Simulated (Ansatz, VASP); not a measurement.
## Ni in VASP and in Ansatz

```
CELL_PARAMETERS angstrom
0.00000 1.77666 1.77666
1.77666 0.00000 1.77666
1.77666 1.77666 0.00000
ATOMIC_POSITIONS crystal
Ni 0.00000 0.00000 0.00000
```

Alike in both runs: task single point; functional RPBE; k mesh 25 × 25 × 25; occupations fermi-dirac, width 0.05 eV; collinear spin.

|  | VASP | Ansatz |
| --- | --- | --- |
| version | VASP 6.6.1 | Ansatz 0.2.0 |
| potentials or method | VASP PAW PBE potentials, release 64 (Ni), cutoff 520 eV | plane waves (420 eV) with PAW, scalar-relativistic |
| valence electrons in the cell | 10 | 18 |

|  | VASP | Ansatz | Ansatz less VASP |
| --- | --- | --- | --- |
| pressure (GPa) | 0.1 | -0.1 | -0.19 |
| net moment per atom (μB) | 0.63 | 0.65 | +0.014 |
| size of the moment on the site where the two differ most (μB) | 0.65 | 0.69 | +0.042 |

VASP's potentials were made for PBE, not for RPBE. Site moments also hang on the region over which each program counts them. The functional is the same, so the differences come from potentials, cutoffs and numerics. VASP's potentials hold 10 valence electrons a cell and Ansatz's 18, so a difference there can come from the potentials and not from the codes.
